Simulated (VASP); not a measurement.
# MgCdS4 (P6/mmm) in VASP: single point with PBE

Aim: the single point of MgCdS4 with PBE.

Everything below comes from runs of VASP 6.6.1. Logs are shortened: lines on timing, memory, paths and dates and some standing lists are left out, and cuts for length are marked.

## Step 1: The cell of the first run

Symmetry: P6/mmm, No. 191, hexagonal system. The conventional cell has a = 5.578 Å, b = 5.578 Å, c = 5.399 Å, α = 90.00°, β = 90.00°, γ = 120.00°. Mg (site symmetry 6/mmm) has 2 Cd at 2.70 Å and 12 S at 3.65 Å within 3.7 Å. Within 3.6 Å of Cd (site symmetry 6/mmm) lie 2 Mg at 2.70 Å and 12 S at 3.37 Å. S (site symmetry 3m) has 1 S at 1.96 Å within 2.6 Å.

The cell was generated, and may not be a known phase.

## Step 2: Single point, PBE

The input, INCAR:

```
SYSTEM = MgCdS4
PREC = Accurate
ENCUT = 750
EDIFF = 1E-6
ISMEAR = 0
SIGMA = 0.1
LREAL = .False.
LASPH = .True.
NELM = 120
ALGO = Normal
ISIF = 2
LWAVE = .False.
LCHARG = .True.
GGA = PE
LELF = .True.
LVHAR = .True.
NBANDS = 36
GGA_COMPAT = .False.
```

The input, KPOINTS:

```
regular mesh
0
Gamma
  6 6 4
  0 0 0
```

The input, POSCAR:

```
MgCdS4
1.0
    5.5777473864      0.0000000000      0.0000000000
   -2.7888736932      4.8304709325      0.0000000000
    0.0000000000      0.0000000000      5.3991218625
Mg Cd S
1 1 4
Direct
    0.0000000000      0.0000000000      0.0000000000
    0.0000000000      0.0000000000      0.5000000000
    0.3333333333      0.6666666667      0.6816495800
    0.3333333333      0.6666666667      0.3183504200
    0.6666666667      0.3333333333      0.3183504200
    0.6666666667      0.3333333333      0.6816495800
```

Potentials or basis: VASP PAW PBE potentials, release 64 (Mg_sv, Cd_sv_GW, S).

The run is started by

```
cat potpaw_PBE.64/Mg_sv/POTCAR potpaw_PBE.64/Cd_sv_GW/POTCAR potpaw_PBE.64/S/POTCAR > POTCAR
mpirun -np 1 vasp_std > vasp.out
```

OUTCAR:

```text
SYSTEM = MgCdS4
   PREC = Accurate
   ENCUT = 750
   EDIFF = 1E-6
   ISMEAR = 0
   LREAL = .False.
   LASPH = .True.
   NELM = 120
   ISIF = 2
   GGA = PE

 ion  position               nearest neighbor table
   1  0.000  0.000  0.000-
   2  0.000  0.000  0.500-
   3  0.333  0.667  0.682-   4 1.96
   4  0.333  0.667  0.318-   3 1.96
   5  0.667  0.333  0.318-   6 1.96
   6  0.667  0.333  0.682-   5 1.96

  LATTYP: Found a hexagonal cell.
 ALAT       =     5.5777473864
 C/A-ratio  =     0.9679753292

  Lattice vectors:

 A1 = (   5.5777473864,   0.0000000000,   0.0000000000)
 A2 = (  -2.7888736932,   4.8304709325,   0.0000000000)
 A3 = (   0.0000000000,   0.0000000000,   5.3991218625)

Analysis of symmetry for initial positions (statically):
=====================================================================
 Subroutine PRICEL returns:
 Original cell was already a primitive cell.

 Routine SETGRP: Setting up the symmetry group for a
 hexagonal supercell.

 Subroutine GETGRP returns: Found 24 space group operations
 (whereof 24 operations were pure point group operations)
 out of a pool of 24 trial point group operations.

The static configuration has the point symmetry D_6h.

Analysis of symmetry for dynamics (positions and initial velocities):
=====================================================================
 Subroutine PRICEL returns:
 Original cell was already a primitive cell.

 Routine SETGRP: Setting up the symmetry group for a
 hexagonal supercell.

 Subroutine GETGRP returns: Found 24 space group operations
 (whereof 24 operations were pure point group operations)
 out of a pool of 24 trial point group operations.

The dynamic configuration has the point symmetry D_6h.

 Subroutine INISYM returns: Found 24 space group operations
 (whereof 24 operations are pure point group operations),
 and found     1 'primitive' translations

----------------------------------------------------------------------------------------

                                     Primitive cell

  volume of cell :     145.4693

  direct lattice vectors                    reciprocal lattice vectors
[... 89 lines left out ...]
   ENCUT  =  750.0 eV  55.12 Ry    7.42 a.u.  12.46 12.46 12.06*2*pi/ulx,y,z
   NELM   =    120;   NELMIN=  2; NELMDL= -5     # of ELM steps
   EDIFF  = 0.1E-05   stopping-criterion for ELM
   LREAL  =      F    real-space projection
   EDIFFG = 0.1E-04   stopping-criterion for IOM
   NSW    =      0    number of steps for IOM
   IBRION =     -1    ionic relax: 0-MD 1-quasi-New 2-CG
   NFREE  =      0    steps in history (QN), initial steepest desc. (CG)
   ISIF   =      2    stress and relaxation
   ISYM   =      2    0-nonsym 1-usesym 2-fastsym
   POTIM  = 0.5000    time-step for ionic-motion
   TEBEG  =    0.0;   TEEND  =   0.0 temperature during run
   PSTRESS=    0.0 pullay stress
   NELECT =      54.0000    total number of electrons
   NUPDOWN=      -1.0000    fix difference up-down
   EMIN   =  10.00;   EMAX   =-10.00  energy-range for DOS
   EFERMI =   0.00;   METHOD = LEGACY
   ISMEAR =     0;   SIGMA  =   0.10  broadening in eV -4-tet -1-fermi 0-gaus
   EFERMI_NEDOS =   21; number of points for ismear=-14 and -15
   IALGO  =     38    algorithm
   IMIX   =      4    mixing-type and parameters
     AMIX     =   0.40;   BMIX     =  1.00
     AMIX_MAG =   1.60;   BMIX_MAG =  1.00
  volume/ion in A,a.u.               =      24.24       163.61
  Fermi-wavevector in a.u.,A,eV,Ry     =   1.176564  2.223384 18.834588  1.384303
  Thomas-Fermi vector in A             =   2.312926
   LORBIT       =      0    0 simple, 1 ext, 2 COOP (PROOUT), +10 PAW based schemes
   GGA     = PE    functional components
   LHFCALC =     F    Hartree Fock is set to
   AEXX    =    0.0000 exact exchange contribution
   IVDW    =     0    specifies the selected vdW correction
   LEPSILON=     F    determine dielectric tensor
   LRPA    =     F    only Hartree local field effects (RPA)
 non-spin polarized calculation
 Gauss-broadening in eV      SIGMA  =   0.10
  energy-cutoff  :      750.00
  volume of cell :      145.47
 maximum number of plane-waves:      6817
 NGX is ok and might be reduce to    50
   NGX = 25   NGY = 25   NGZ = 25

 number of electron      53.9999999 magnetization

 Free energy of the ion-electron system (eV)
  ---------------------------------------------------
  ext. energy  EPLUGINS =         0.00000000
  ---------------------------------------------------
  free energy    TOTEN  =       -17.94188438 eV

  energy without entropy =      -17.93147541  energy(sigma->0) =      -17.93667990

 E-fermi :   3.4411     XC(G=0):  -9.0157

 val. band max:        3.4195005951   @ k =   0.3333   0.0000   0.0000
 cond. band min:       3.5907109154   @ k =   0.1667  -0.0000   0.2500
 fundamental gap:      0.1712103204
 Fermi energy:         3.4410846672

 k-point     1 :       0.0000    0.0000    0.0000
  band No.  band energies     occupation
      1     -98.6162      2.00000
      2     -73.3200      2.00000
      3     -59.7153      2.00000
      4     -59.6407      2.00000
      5     -59.6407      2.00000
      6     -40.1080      2.00000
[... 808 lines left out ...]
     35       8.8847      0.00000
     36      10.2949      0.00000

------------------------ aborting loop because EDIFF is reached ----------------------------------------

  FORCE on cell =-STRESS in cart. coord.  units (eV):
  Direction    XX          YY          ZZ          XY          YZ          ZX
  --------------------------------------------------------------------------------------
  -------------------------------------------------------------------------------------
  Total       -0.1729979     -0.1729979     -0.8823706      0.0000000     -0.0000000      0.0000000
  in kB       -1.9053728     -1.9053728     -9.7182972      0.0000000     -0.0000000      0.0000000
  external PRESSURE =      -4.5096810 kB  Pullay stress =       0.0000000 kB

 VOLUME and BASIS-vectors are now :
 -----------------------------------------------------------------------------
  energy-cutoff  :      750.00
  volume of cell :      145.47
      direct lattice vectors                 reciprocal lattice vectors
     5.577747386  0.000000000  0.000000000     0.179283845  0.103509576  0.000000000
    -2.788873693  4.830470932  0.000000000     0.000000000  0.207019153  0.000000000
     0.000000000  0.000000000  5.399121863     0.000000000  0.000000000  0.185215305

 POSITION                                       TOTAL-FORCE (eV/Angst)
 -----------------------------------------------------------------------------------
      0.00000      0.00000      0.00000         0.000000      0.000000      0.000000
      0.00000      0.00000      2.69956         0.000000      0.000000      0.000000
     -0.00000      3.22031      3.68031        -0.000000      0.000000     -0.221650
     -0.00000      3.22031      1.71881        -0.000000      0.000000      0.221650
      2.78887      1.61016      1.71881         0.000000     -0.000000      0.221650
      2.78887      1.61016      3.68031        -0.000000     -0.000000     -0.221650
 -----------------------------------------------------------------------------------
    total drift:                                0.000000      0.000000      0.000000

  FREE ENERGIE OF THE ION-ELECTRON SYSTEM (eV)
  ---------------------------------------------------
  free  energy   TOTEN  =       -17.9418843815 eV

  energy  without entropy=      -17.9314754127  energy(sigma->0) =      -17.93667990
```

OSZICAR:

```text
N       E                     dE             d eps       ncg     rms          rms(c)
DAV:   1     0.793771020947E+03    0.79377E+03   -0.34331E+04  1824   0.198E+03
DAV:   2     0.922279801710E+02   -0.70154E+03   -0.65203E+03  1580   0.589E+02
DAV:   3    -0.996351051192E+01   -0.10219E+03   -0.99619E+02  2288   0.227E+02
DAV:   4    -0.182251940409E+02   -0.82617E+01   -0.81903E+01  2216   0.639E+01
DAV:   5    -0.185698329777E+02   -0.34464E+00   -0.34331E+00  2388   0.127E+01    0.206E+01
DAV:   6    -0.179718251224E+02    0.59801E+00   -0.15039E+00  2520   0.892E+00    0.128E+01
DAV:   7    -0.179500310512E+02    0.21794E-01   -0.55251E-01  2104   0.306E+00    0.454E+00
DAV:   8    -0.179433371871E+02    0.66939E-02   -0.14904E-01  1932   0.233E+00    0.111E+00
DAV:   9    -0.179415560749E+02    0.17811E-02   -0.12711E-02  2344   0.107E+00    0.245E-01
DAV:  10    -0.179418619609E+02   -0.30589E-03   -0.11040E-03  1844   0.211E-01    0.658E-02
DAV:  11    -0.179418799220E+02   -0.17961E-04   -0.11957E-04  2436   0.132E-01    0.472E-02
DAV:  12    -0.179418845325E+02   -0.46104E-05   -0.49915E-05  1880   0.383E-02    0.230E-02
DAV:  13    -0.179418856369E+02   -0.11045E-05   -0.51411E-06  1608   0.159E-02    0.127E-02
DAV:  14    -0.179418843859E+02    0.12510E-05   -0.28870E-06  1260   0.110E-02    0.273E-03
DAV:  15    -0.179418843815E+02    0.43947E-08   -0.46769E-07  1008   0.866E-03
   1 F= -.17941884E+02 E0= -.17936680E+02  d E =-.104090E-01
```

stdout:

```text
POSCAR found type information on POSCAR MgCdS
 POSCAR found :  3 types and       6 ions
 scaLAPACK will be used
 LDA part: xc-table for (Slater+PW92), standard interpolation
 POSCAR, INCAR and KPOINTS ok, starting setup
 FFT: planning ... GRIDC
 FFT: planning ... GRID_SOFT
 FFT: planning ... GRID
 WAVECAR not read
 entering main loop
```

Run time: 2.2 min. Hardware: 1 thread of Intel Xeon Platinum 8488C (Sapphire Rapids), shared host; peak memory 0.47 GiB.

What came out:

```
Free energy            : -17.9419 eV
Pressure               : -0.5 GPa
Largest force          : 0.222 eV/Å
Band gap on the k mesh : zero (bands 27 and 28 overlap by 0.67 eV)
```

Forces on the atoms (eV/Å):
```
Mg   0.000  0.000  0.000
Cd   0.000  0.000  0.000
S    0.000  0.000 -0.222
S    0.000  0.000  0.222
S    0.000  0.000  0.222
S    0.000  0.000 -0.222
```

Stress tensor (GPa, compression positive):
```
-0.19  0.00  0.00
 0.00 -0.19  0.00
 0.00  0.00 -0.97
```

Levels at points of the mesh, in eV from the Fermi level:
```tsv
k point	band 25	band 26	band 27	band 28	band 29	band 30
(0.00, 0.00, 0.00)	-1.47	-1.47	0.32	0.32	1.57	2.79
(0.50, 0.00, 0.00)	-1.68	-1.34	0.20	0.84	2.22	2.51
(0.00, 0.00, 0.50)	-2.04	-2.04	-1.38	-0.35	-0.35	1.54
(0.50, 0.00, 0.50)	-2.33	-0.67	-0.29	0.49	0.65	1.51
```

Caveat: semilocal functionals underestimate gaps, and a narrow one can read as zero.

The gap in the log of VASP goes by the Fermi energy; the results here count the filled bands.